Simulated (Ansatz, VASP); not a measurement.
# CaSe: VASP beside Ansatz

```
Ca Se
1.0
     0.00000    2.63363    3.72395
     2.63363    0.00000    3.72395
     2.63363    2.63363    0.00000
Ca Se
1 1
Cartesian
  0.0000 0.0000 0.0000
  2.6336 2.6336 3.7240
```

Alike in both runs: task single point; functional PBEsol; k mesh 10 × 10 × 10; occupations gaussian, width 0.05 eV; no spin polarisation.

```csv
,VASP,Ansatz
version,VASP 6.6.1,Ansatz 0.2.0
potentials or method,"VASP PAW PBE potentials, release 64 (Ca_sv, Se), cutoff 520 eV","scalar-relativistic, plane waves, PAW"
valence electrons in the cell,16,26
```

Ansatz gave:

- gap on the k mesh at the Fermi level (eV): 1.53
- least direct gap on the mesh (eV): 1.53
- pressure (GPa): 11.2
- traceless stress, the component that is largest in VASP (GPa): -16.81

Task: What did VASP give for the same quantities?

Result: gap on the k mesh at the Fermi level (eV): 1.50; least direct gap on the mesh (eV): 1.50; pressure (GPa): 11.5; traceless stress, the component that is largest in VASP (GPa): -17.14.

VASP's potentials were made for PBE, not for PBEsol. VASP's potentials hold 16 valence electrons a cell and Ansatz's 26, so a difference there can come from the potentials and not from the codes.
